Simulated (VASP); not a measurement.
# AlAs2: single point with r2SCAN

The system is AlAs2.

```
Al As
1.0
     0.00000    3.02644    3.02644
     3.02644    0.00000    3.02644
     3.02644    3.02644    0.00000
Al As
1 2
Cartesian
  0.0000 0.0000 0.0000
  1.5132 1.5132 1.5132
  4.5397 4.5397 4.5397
```

```
Program             : VASP 6.6.1
Task                : single point
Functional          : r2SCAN
Potentials or basis : VASP PAW PBE potentials, release 64 (Al, As)
Cutoff              : 520 eV
k mesh              : 6 × 6 × 6
Occupations         : gaussian, width 0.1 eV
Spin                : no spin polarisation
```

The pressure is 8.1 GPa.

Levels at points of the mesh, in eV from the Fermi level:
```
           k point  band 5  band 6  band 7  band 8  band 9  band 10
(0.00, 0.00, 0.00)   -3.75   -0.69   -0.69   -0.69    2.14     2.84
(0.50, 0.00, 0.00)   -3.65   -2.63   -2.63   -1.98    5.55     6.34
(0.50, 0.50, 0.00)   -6.07   -0.76    2.25    2.25    4.17     6.74
```

Run time: 28 s on 1 thread of AMD EPYC 9R45 96-Core Processor (Zen 5) (shared host), peak memory 0.15 GiB.

Caveat: the PAW data sets were made with another functional, which shifts forces and pressure a little.
